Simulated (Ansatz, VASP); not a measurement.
# Cu3O2: VASP beside Ansatz

```
Cu O
1.0
    -1.97455    1.97455    3.49280
     1.97455   -1.97455    3.49280
     1.97455    1.97455   -3.49280
Cu O
3 2
Direct
  0.25000 0.75000 0.50000
  0.75000 0.25000 0.50000
  0.00000 0.00000 0.00000
  0.00000 0.50000 0.50000
  0.50000 0.00000 0.50000
```

Alike in both runs: task single point; functional LDA; k mesh 14 × 14 × 14; occupations gaussian, width 0.15 eV; no spin polarisation.

```csv
,VASP,Ansatz
version,VASP 6.6.1,Ansatz 0.2.0
potentials or method,"VASP PAW LDA potentials, release 64 (Cu, O), cutoff 520 eV","scalar-relativistic, plane waves, PAW"
valence electrons in the cell,45,69
```

Ansatz gave:

- gap on the k mesh at the Fermi level (eV): none
- pressure (GPa): 5.7
- traceless stress, the component that is largest in VASP (GPa): 10.98

Problem. Estimate VASP's values.

Solution. gap on the k mesh at the Fermi level (eV): none; pressure (GPa): 7.3; traceless stress, the component that is largest in VASP (GPa): 12.99.

Ansatz warns that its potentials were made for another functional, while VASP's fit it. LDA's correlation is that of Perdew and Zunger in VASP and of Perdew and Wang (1992) in Ansatz. A gap of «none» marks a metal or a gap that the smearing closes. VASP's potentials hold 45 valence electrons a cell and Ansatz's 69, so a difference there can come from the potentials and not from the codes.
